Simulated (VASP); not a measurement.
# Os in VASP: notebook, part 2 of 2

VASP 6.6.1. Earlier steps stand in the parts before.

### Step 4. Electric field gradients, PBEsol (equal xy, yz and zx shear strains of -2 %)

Contents of INCAR:

```
SYSTEM = Os
ALGO = Normal ; EDIFF = 1E-8
ENCUT = 520 ; GGA = PS
ISIF = 2 ; ISMEAR = -1
LASPH = .True. ; LCHARG = .False.
LEFG = .True. ; LREAL = .False.
LWAVE = .False. ; NBANDS = 10
NELM = 80 ; PREC = Accurate
SIGMA = 0.05
```

Contents of KPOINTS:

```
k-points
0
Gamma
  14 14 14
  0 0 0
```

Contents of POSCAR:

```
Os
1.0
   -0.0389000000      1.9255500000      1.9255500000
    1.9255500000     -0.0389000000      1.9255500000
    1.9255500000      1.9255500000     -0.0389000000
Os
1
Direct
    0.0000000000      0.0000000000      0.0000000000
```

Potentials or basis: VASP PAW PBE potentials, release 64 (Os).

Command:

```
cat potpaw_PBE.64/Os/POTCAR > POTCAR
mpirun -np 1 vasp_std > vasp.out
```

OUTCAR:

```text
SYSTEM = Os
   EDIFF = 1E-8
   ENCUT = 520
   GGA = PS
   ISIF = 2
   ISMEAR = -1
   LASPH = .True.
   LREAL = .False.
   NELM = 80
   PREC = Accurate

 ion  position               nearest neighbor table
   1  0.000  0.000  0.000-

  LATTYP: Found a trigonal (rhomboedric) cell.
 ALAT       =     2.7234167538
 COS(alpha) =     0.4797000918

  Lattice vectors:

 A1 = (  -0.0389000000,   1.9255500000,   1.9255500000)
 A2 = (   1.9255500000,  -0.0389000000,   1.9255500000)
 A3 = (   1.9255500000,   1.9255500000,  -0.0389000000)

Analysis of symmetry for initial positions (statically):
=====================================================================
 Subroutine PRICEL returns:
 Original cell was already a primitive cell.

 Routine SETGRP: Setting up the symmetry group for a
 trigonal (rhombohedral) supercell.

 Subroutine GETGRP returns: Found 12 space group operations
 (whereof 12 operations were pure point group operations)
 out of a pool of 12 trial point group operations.

The static configuration has the point symmetry D_3d.

Analysis of symmetry for dynamics (positions and initial velocities):
=====================================================================
 Subroutine PRICEL returns:
 Original cell was already a primitive cell.

 Routine SETGRP: Setting up the symmetry group for a
 trigonal (rhombohedral) supercell.

 Subroutine GETGRP returns: Found 12 space group operations
 (whereof 12 operations were pure point group operations)
 out of a pool of 12 trial point group operations.

The dynamic configuration has the point symmetry D_3d.

 Subroutine INISYM returns: Found 12 space group operations
[... 147 lines left out ...]
 Fermi energy:         8.4076401371

 k-point     1 :       0.0000    0.0000    0.0000
  band No.  band energies     occupation
      1      -1.9801      2.00000
      2       5.4605      2.00000
      3       5.4605      2.00000
      4       5.9834      2.00000
      5       8.4952      0.29593
      6       8.4952      0.29593
      7      22.7314      0.00000
      8      27.9438      0.00000
      9      27.9438      0.00000
     10      28.8861      0.00000
[... 287 lines left out ...]
 k-point    24 :       0.2857    0.1429   -0.0000
  band No.  band energies     occupation
      1       0.7525      2.00000
      2       4.1682      2.00000
      3       5.8760      2.00000
      4       6.9521      2.00000
      5       8.1076      1.99506
      6       9.5091      0.00000
      7      23.5276      0.00000
      8      26.5653      0.00000
      9      28.9363      0.00000
     10      29.6588      0.00000

 [... further k-points ...]
[... 5 lines left out ...]
  --------------------------------------------------------------------------------------
  -------------------------------------------------------------------------------------
  Total       -1.7868167     -1.7868167     -1.7868167      0.4586785      0.4586785      0.4586785
  in kB     -194.5955658   -194.5955658   -194.5955658     49.9529729     49.9529729     49.9529729
  external PRESSURE =    -194.5955658 kB  Pullay stress =       0.0000000 kB

 VOLUME and BASIS-vectors are now :
 -----------------------------------------------------------------------------
  energy-cutoff  :      520.00
  volume of cell :       14.71
      direct lattice vectors                 reciprocal lattice vectors
    -0.038900000  1.925550000  1.925550000    -0.251926982  0.257121352  0.257121352
     1.925550000 -0.038900000  1.925550000     0.257121352 -0.251926982  0.257121352
     1.925550000  1.925550000 -0.038900000     0.257121352  0.257121352 -0.251926982

 POSITION                                       TOTAL-FORCE (eV/Angst)
 -----------------------------------------------------------------------------------
      0.00000      0.00000      0.00000         0.000000      0.000000      0.000000
 -----------------------------------------------------------------------------------
    total drift:                                0.000000     -0.000000     -0.000000

  FREE ENERGIE OF THE ION-ELECTRON SYSTEM (eV)
  ---------------------------------------------------
  free  energy   TOTEN  =       -12.0345154727 eV

  energy  without entropy=      -12.0252807401  energy(sigma->0) =      -12.02989811

 Electric field gradients (V/A^2)
---------------------------------------------------------------------
 ion       V_xx      V_yy      V_zz      V_xy      V_xz      V_yz
---------------------------------------------------------------------
   1      -0.000    -0.000    -0.000   -30.666   -30.666   -30.666
---------------------------------------------------------------------

 Electric field gradients after diagonalization (V/A^2)
 (convention: |V_zz| > |V_xx| > |V_yy|)
----------------------------------------------------------------------
 ion       V_xx      V_yy      V_zz     asymmetry (V_yy - V_xx)/ V_zz
----------------------------------------------------------------------
   1      30.666    30.666   -61.331       0.000
----------------------------------------------------------------------

           NMR quadrupolar parameters

 Cq : quadrupolar parameter    Cq=e*Q*V_zz/h
 eta: asymmetry parameters     (V_yy - V_xx)/ V_zz
 Q  : nuclear electric quadrupole moment in mb (millibarn)
----------------------------------------------------------------------
 ion       Cq(MHz)       eta       Q (mb)
----------------------------------------------------------------------
   1      -0.148       0.000       1.000
----------------------------------------------------------------------
```

stdout:

```text
POSCAR found type information on POSCAR Os
 POSCAR found :  1 types and       1 ions
 scaLAPACK will be used
 -----------------------------------------------------------------------------
|                                                                             |
|                                                                             |
|     You enforced a specific xc type in the INCAR file but a different       |
|     I HOPE YOU KNOW WHAT YOU ARE DOING!                                     |
|                                                                             |
 -----------------------------------------------------------------------------

 LDA part: xc-table for (Slater+PW92), standard interpolation
 POSCAR, INCAR and KPOINTS ok, starting setup
 FFT: planning ... GRIDC
 FFT: planning ... GRID_SOFT
 FFT: planning ... GRID
 WAVECAR not read
 entering main loop
ion   1
```

It took 23 s on 1 thread of Intel Xeon 6975P-C, shared host; peak memory 0.16 GiB.

Results:

```yaml
Free_energy: -12.0345 eV
Pressure: -19.5 GPa
Band_gap_on_the_k_mesh: zero (band 4 reaches 10.68 eV, above the bottom of band 5 at 7.25 eV)
```

Electric field gradients, principal values (V/Å²):
```csv
atom,least,middle,greatest (by size)
1 Os,30.666,30.666,-61.331
```

Caveat: the cell differs from its parent crystal (equal xy, yz and zx shear strains of -2 %); without QUAD_EFG the Cq values of the log hold for a quadrupole moment of 1 mb, not for the nuclei; the PAW data sets were made with another functional, which shifts forces and pressure a little; spin-orbit coupling is left out, which moves the levels of the heavy elements.

### Step 5. Electric field gradients, PBEsol (equal xy, yz and zx shear strains of -2 %)

Contents of INCAR:

```
PREC = Accurate
ENCUT = 520
EDIFF = 1E-8
ISMEAR = -1
SIGMA = 0.05
LREAL = F
LASPH = T
NELM = 80
ALGO = Normal
ISIF = 2
LWAVE = F
LCHARG = F
GGA = PS
LEFG = T
NBANDS = 10
```

Contents of KPOINTS:

```
Automatic mesh
0
Gamma
  14 14 14
```

POSCAR is that of step 4.

Potentials or basis: VASP PAW PBE potentials, release 64 (Os).

Command:

```
cat potpaw_PBE.64/Os/POTCAR > POTCAR
mpirun -np 1 vasp_std > vasp.out
```

OUTCAR:

```text
PREC = Accurate
   ENCUT = 520
   EDIFF = 1E-8
   ISMEAR = -1
   LREAL = F
   LASPH = T
   NELM = 80
   ISIF = 2
   GGA = PS

 ion  position               nearest neighbor table
   1  0.000  0.000  0.000-

  LATTYP: Found a trigonal (rhomboedric) cell.
 ALAT       =     2.7234167538
 COS(alpha) =     0.4797000918

  Lattice vectors:

 A1 = (  -0.0389000000,   1.9255500000,   1.9255500000)
 A2 = (   1.9255500000,  -0.0389000000,   1.9255500000)
 A3 = (   1.9255500000,   1.9255500000,  -0.0389000000)

Analysis of symmetry for initial positions (statically):
=====================================================================
 Subroutine PRICEL returns:
 Original cell was already a primitive cell.

 Routine SETGRP: Setting up the symmetry group for a
 trigonal (rhombohedral) supercell.

 Subroutine GETGRP returns: Found 12 space group operations
 (whereof 12 operations were pure point group operations)
 out of a pool of 12 trial point group operations.

The static configuration has the point symmetry D_3d.

Analysis of symmetry for dynamics (positions and initial velocities):
=====================================================================
 Subroutine PRICEL returns:
 Original cell was already a primitive cell.

 Routine SETGRP: Setting up the symmetry group for a
 trigonal (rhombohedral) supercell.

 Subroutine GETGRP returns: Found 12 space group operations
 (whereof 12 operations were pure point group operations)
 out of a pool of 12 trial point group operations.

The dynamic configuration has the point symmetry D_3d.

 Subroutine INISYM returns: Found 12 space group operations
 (whereof 12 operations are pure point group operations),
 and found     1 'primitive' translations

----------------------------------------------------------------------------------------

                                     Primitive cell

  volume of cell :      14.7115

  direct lattice vectors                    reciprocal lattice vectors
    -0.038900000  1.925550000  1.925550000    -0.251926982  0.257121352  0.257121352
     1.925550000 -0.038900000  1.925550000     0.257121352 -0.251926982  0.257121352
     1.925550000  1.925550000 -0.038900000     0.257121352  0.257121352 -0.251926982

  length of vectors
     2.723416754  2.723416754  2.723416754     0.442368606  0.442368606  0.442368606

  position of ions in fractional coordinates (direct lattice)
     0.000000000  0.000000000  0.000000000

  ion indices of the primitive-cell ions
   primitive index   ion index
                 1           1

----------------------------------------------------------------------------------------

 KPOINTS: Automatic mesh

Automatic generation of k-mesh.
 Grid dimensions read from file:
 generate k-points for:   14   14   14
[... 64 lines left out ...]
   EDIFF  = 0.1E-07   stopping-criterion for ELM
   LREAL  =      F    real-space projection
   EDIFFG = 0.1E-06   stopping-criterion for IOM
   NSW    =      0    number of steps for IOM
   IBRION =     -1    ionic relax: 0-MD 1-quasi-New 2-CG
   NFREE  =      0    steps in history (QN), initial steepest desc. (CG)
   ISIF   =      2    stress and relaxation
   ISYM   =      2    0-nonsym 1-usesym 2-fastsym
   POTIM  = 0.5000    time-step for ionic-motion
   TEBEG  =    0.0;   TEEND  =   0.0 temperature during run
   PSTRESS=    0.0 pullay stress
   NELECT =       8.0000    total number of electrons
   NUPDOWN=      -1.0000    fix difference up-down
   EMIN   =  10.00;   EMAX   =-10.00  energy-range for DOS
   EFERMI =   0.00;   METHOD = LEGACY
   ISMEAR =    -1;   SIGMA  =   0.05  broadening in eV -4-tet -1-fermi 0-gaus
   EFERMI_NEDOS =   21; number of points for ismear=-14 and -15
   IALGO  =     38    algorithm
   IMIX   =      4    mixing-type and parameters
     AMIX     =   0.40;   BMIX     =  1.00
     AMIX_MAG =   1.60;   BMIX_MAG =  1.00
  volume/ion in A,a.u.               =      14.71        99.28
  Fermi-wavevector in a.u.,A,eV,Ry     =   1.336244  2.525134 24.293839  1.785547
  Thomas-Fermi vector in A             =   2.464885
   LORBIT       =      0    0 simple, 1 ext, 2 COOP (PROOUT), +10 PAW based schemes
   GGA     = PS    functional components
   LHFCALC =     F    Hartree Fock is set to
   AEXX    =    0.0000 exact exchange contribution
   IVDW    =     0    specifies the selected vdW correction
   LEPSILON=     F    determine dielectric tensor
   LRPA    =     F    only Hartree local field effects (RPA)
 non-spin polarized calculation
  energy-cutoff  :      520.00
  volume of cell :       14.71
 maximum number of plane-waves:       407
   NGX = 11   NGY = 11   NGZ = 11

 number of electron       8.0000000 magnetization

 Free energy of the ion-electron system (eV)
  ---------------------------------------------------
  ext. energy  EPLUGINS =         0.00000000
  ---------------------------------------------------
  free energy    TOTEN  =       -12.03451547 eV

  energy without entropy =      -12.02528074  energy(sigma->0) =      -12.02989811

 E-fermi :   8.4076     XC(G=0): -13.8659

 val. band max:        8.4012525771   @ k =   0.2857   0.0714   0.0000
 cond. band min:       8.4102849357   @ k =   0.5000   0.2857   0.2143
 fundamental gap:      0.0090323585
 Fermi energy:         8.4076401371

 k-point     1 :       0.0000    0.0000    0.0000
  band No.  band energies     occupation
      1      -1.9801      2.00000
      2       5.4605      2.00000
      3       5.4605      2.00000
      4       5.9834      2.00000
      5       8.4952      0.29593
      6       8.4952      0.29593
      7      22.7314      0.00000
      8      27.9438      0.00000
      9      27.9438      0.00000
     10      28.8861      0.00000
[... 287 lines left out ...]
 k-point    24 :       0.2857    0.1429   -0.0000
  band No.  band energies     occupation
      1       0.7525      2.00000
      2       4.1682      2.00000
      3       5.8760      2.00000
      4       6.9521      2.00000
      5       8.1076      1.99506
      6       9.5091      0.00000
      7      23.5276      0.00000
      8      26.5653      0.00000
      9      28.9363      0.00000
     10      29.6588      0.00000

 [... further k-points ...]
[... 5 lines left out ...]
  --------------------------------------------------------------------------------------
  -------------------------------------------------------------------------------------
  Total       -1.7868167     -1.7868167     -1.7868167      0.4586785      0.4586785      0.4586785
  in kB     -194.5955658   -194.5955658   -194.5955658     49.9529729     49.9529729     49.9529729
  external PRESSURE =    -194.5955658 kB  Pullay stress =       0.0000000 kB

 VOLUME and BASIS-vectors are now :
 -----------------------------------------------------------------------------
  energy-cutoff  :      520.00
  volume of cell :       14.71
      direct lattice vectors                 reciprocal lattice vectors
    -0.038900000  1.925550000  1.925550000    -0.251926982  0.257121352  0.257121352
     1.925550000 -0.038900000  1.925550000     0.257121352 -0.251926982  0.257121352
     1.925550000  1.925550000 -0.038900000     0.257121352  0.257121352 -0.251926982

 POSITION                                       TOTAL-FORCE (eV/Angst)
 -----------------------------------------------------------------------------------
      0.00000      0.00000      0.00000         0.000000      0.000000      0.000000
 -----------------------------------------------------------------------------------
    total drift:                                0.000000     -0.000000     -0.000000

  FREE ENERGIE OF THE ION-ELECTRON SYSTEM (eV)
  ---------------------------------------------------
  free  energy   TOTEN  =       -12.0345154727 eV

  energy  without entropy=      -12.0252807401  energy(sigma->0) =      -12.02989811

 Electric field gradients (V/A^2)
---------------------------------------------------------------------
 ion       V_xx      V_yy      V_zz      V_xy      V_xz      V_yz
---------------------------------------------------------------------
   1      -0.000    -0.000    -0.000   -30.666   -30.666   -30.666
---------------------------------------------------------------------

 Electric field gradients after diagonalization (V/A^2)
 (convention: |V_zz| > |V_xx| > |V_yy|)
----------------------------------------------------------------------
 ion       V_xx      V_yy      V_zz     asymmetry (V_yy - V_xx)/ V_zz
----------------------------------------------------------------------
   1      30.666    30.666   -61.331       0.000
----------------------------------------------------------------------

           NMR quadrupolar parameters

 Cq : quadrupolar parameter    Cq=e*Q*V_zz/h
 eta: asymmetry parameters     (V_yy - V_xx)/ V_zz
 Q  : nuclear electric quadrupole moment in mb (millibarn)
----------------------------------------------------------------------
 ion       Cq(MHz)       eta       Q (mb)
----------------------------------------------------------------------
   1      -0.148       0.000       1.000
----------------------------------------------------------------------
```

OSZICAR:

```text
N       E                     dE             d eps       ncg     rms          rms(c)
DAV:   1     0.347415533481E+02    0.34742E+02   -0.41976E+03  5912   0.741E+02
DAV:   2    -0.117484967624E+02   -0.46490E+02   -0.43194E+02  5942   0.198E+02
DAV:   3    -0.128295682960E+02   -0.10811E+01   -0.10746E+01  6722   0.281E+01
DAV:   4    -0.128325448187E+02   -0.29765E-02   -0.29759E-02  6222   0.163E+00
DAV:   5    -0.128325552544E+02   -0.10436E-04   -0.10436E-04  6468   0.895E-02    0.153E+01
DAV:   6    -0.122014658811E+02    0.63109E+00   -0.77538E-01  6812   0.693E+00    0.644E+00
DAV:   7    -0.120393340049E+02    0.16213E+00   -0.46469E-01  7156   0.510E+00    0.360E-01
DAV:   8    -0.120361894773E+02    0.31445E-02   -0.20115E-03  6016   0.364E-01    0.251E-01
DAV:   9    -0.120345181260E+02    0.16714E-02   -0.79612E-04  6348   0.303E-01    0.272E-02
DAV:  10    -0.120345182859E+02   -0.15987E-06   -0.93624E-06  6244   0.225E-02    0.101E-02
DAV:  11    -0.120345155655E+02    0.27204E-05   -0.73328E-07  6262   0.125E-02    0.143E-03
DAV:  12    -0.120345154709E+02    0.94547E-07   -0.11680E-08  4946   0.106E-03    0.306E-04
DAV:  13    -0.120345154727E+02   -0.17039E-08   -0.52427E-10  3166   0.230E-04
   1 F= -.12034515E+02 E0= -.12029898E+02  d E =-.923473E-02
```

stdout:

```text
POSCAR found type information on POSCAR Os
 POSCAR found :  1 types and       1 ions
 scaLAPACK will be used
 -----------------------------------------------------------------------------
|                                                                             |
|                                                                             |
|     You enforced a specific xc type in the INCAR file but a different       |
|     I HOPE YOU KNOW WHAT YOU ARE DOING!                                     |
|                                                                             |
 -----------------------------------------------------------------------------

 LDA part: xc-table for (Slater+PW92), standard interpolation
 POSCAR, INCAR and KPOINTS ok, starting setup
 FFT: planning ... GRIDC
 FFT: planning ... GRID_SOFT
 FFT: planning ... GRID
 WAVECAR not read
 entering main loop
ion   1
```

It took 23 s on 1 thread of Intel Xeon 6975P-C, shared host; peak memory 0.16 GiB.

What came out:

```
Free energy            : -12.0345 eV
Pressure               : -19.5 GPa
Band gap on the k mesh : zero (band 4 reaches 10.68 eV, above the bottom of band 5 at 7.25 eV)
```

Stress tensor (GPa, compression positive):
```
-19.46   5.00   5.00
  5.00 -19.46   5.00
  5.00   5.00 -19.46
```

Electric field gradients, principal values (V/Å²):
```tsv
atom	least	middle	greatest (by size)
1 Os	30.666	30.666	-61.331
```

Caveat: the cell differs from its parent crystal (equal xy, yz and zx shear strains of -2 %); without QUAD_EFG the Cq values of the log hold for a quadrupole moment of 1 mb, not for the nuclei; the PAW data sets were made with another functional, which shifts forces and pressure a little; spin-orbit coupling is left out, which moves the levels of the heavy elements.
